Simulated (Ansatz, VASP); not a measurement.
## One calculation of NaH, two programs

INCAR

```
SYSTEM = NaH
ALGO = Normal
EDIFF = 1E-6
EDIFFG = -0.005
ENCUT = 600
GGA = PE
IBRION = 2
ISIF = 3
ISMEAR = -1
LASPH = .True.
LCHARG = .False.
LREAL = .False.
LWAVE = .False.
NELM = 60
NSW = 60
PREC = Accurate
SIGMA = 0.08
```

Contents of KPOINTS:

```
k-points
0
Gamma
  12 12 12
  0 0 0
```

Contents of POSCAR:

```
NaH
1.0
    3.2068613193      0.0000000000      0.0000000000
    0.0000000000      3.2068613193      0.0000000000
    0.0000000000      0.0000000000      3.2068613193
Na H
1 1
Direct
    0.0000000000      0.0000000000      0.0000000000
    0.5000000000      0.5000000000      0.5000000000
```

Input for Ansatz:

```yaml
crystal:
  lattice:
    - [3.2068613193, 0.0, 0.0]
    - [0.0, 3.2068613193, 0.0]
    - [0.0, 0.0, 3.2068613193]
  atoms:
    - { symbol: Na, position: [0.0, 0.0, 0.0] }
    - { symbol: H, position: [0.5, 0.5, 0.5] }
kpoints:
  mp_grid: { grid: [12, 12, 12] }
scf:
  occupations: { method: fermi_dirac, width: 0.08 }
hamiltonian:
  xc: pbe
  pseudopotentials: { kind: paw }
output:
  forces: true
  stress: true
relax:
  f_tol: 0.005
  max_steps: 40
  cell: {}
```

Alike in both runs: task relaxation of cell and atoms; functional PBE; k mesh 12 × 12 × 12; occupations fermi-dirac, width 0.08 eV; no spin polarisation.

|  | VASP | Ansatz |
| --- | --- | --- |
| version | VASP 6.6.1 | Ansatz 0.2.0 |
| potentials or method | VASP PAW PBE potentials, release 64 (Na_pv, H) | PAW with Ansatz's default frozen-core files, scalar-relativistic |
| plane-wave cutoff (eV) | 600 | 420 |
| valence electrons in the cell | 8 | 10 |

```csv
,VASP,Ansatz,Ansatz less VASP
relaxed volume (Å³/atom),13.02,13.02,+0.005
relaxed cell length with the largest relative difference (Å),2.964,2.964,+0.0004
```

VASP's potentials hold 8 valence electrons a cell and Ansatz's 10, so a difference there can come from the potentials and not from the codes.

Noted on VASP's run: the volume moved by over 15 % at a fixed basis, so the end points are rough.
